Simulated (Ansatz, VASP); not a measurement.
**One calculation of NbP, two programs**

```
CELL_PARAMETERS angstrom
-1.67492 1.67492 5.74011
1.67492 -1.67492 5.74011
1.67492 1.67492 -5.74011
ATOMIC_POSITIONS crystal
Nb 0.74995 0.74995 0.00000
Nb 0.49995 0.99995 0.50000
P 0.33268 0.33268 0.00000
P 0.08268 0.58268 0.50000
```

Alike in both runs: functional PBE; k mesh 18 × 18 × 18; occupations gaussian, width 0.1 eV; no spin polarisation.

Ansatz relaxed the structure, and its values are those at the end. VASP's run is a single point on that final structure, the one shown.

```csv
,VASP,Ansatz
version,VASP 6.6.1,Ansatz 0.2.0
potentials or method,"VASP PAW PBE potentials, release 64 (Nb_sv, P), cutoff 520 eV","scalar-relativistic, plane waves, PAW"
valence electrons in the cell,36,36
```

|  | VASP | Ansatz | Ansatz less VASP |
| --- | --- | --- | --- |
| gap on the k mesh at the Fermi level (eV) | none | none | - |
| pressure (GPa) | -1.5 | -1.1 | +0.39 |

A gap of «none» marks a metal or a gap that the smearing closes. With one functional, cell and mesh, what is left measures potentials, basis and numerics. Ansatz's warnings: stress scf threshold loose.
